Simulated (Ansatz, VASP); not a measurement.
# Zr2Te3Pd2: VASP beside Ansatz

```
Zr Te Pd
1.0
     4.23669    0.00000    0.00000
    -2.11835    3.66908    0.00000
     0.00000    0.00000   10.60910
Zr Te Pd
2 3 2
Direct
  0.33333 0.66667 0.14768
  0.66667 0.33333 0.85232
  0.33333 0.66667 0.68710
  0.66667 0.33333 0.31290
  0.00000 0.00000 0.00000
  0.66667 0.33333 0.57704
  0.33333 0.66667 0.42296
```

Alike in both runs: functional PBE; k mesh 12 × 12 × 4; occupations gaussian, width 0.1 eV; no spin polarisation.

Ansatz relaxed the structure, and its values are those at the end. VASP's run is a single point on that final structure, the one shown.

```csv
,VASP,Ansatz
version,VASP 6.6.1,Ansatz 0.2.0
potentials or method,"VASP PAW PBE potentials, release 64 (Zr_sv, Te, Pd), cutoff 520 eV","scalar-relativistic, plane waves, PAW"
valence electrons in the cell,62,108
```

```csv
,VASP,Ansatz,Ansatz less VASP
gap on the k mesh at the Fermi level (eV),none,none,-
pressure (GPa),0.0,0.0,+0.05
rms of the force components (eV/Å),0.007,0.000,-0.0066
```

A gap of «none» marks a metal or a gap that the smearing closes. VASP's potentials hold 62 valence electrons a cell and Ansatz's 108, so a difference there can come from the potentials and not from the codes.

Spin-orbit coupling is off throughout.
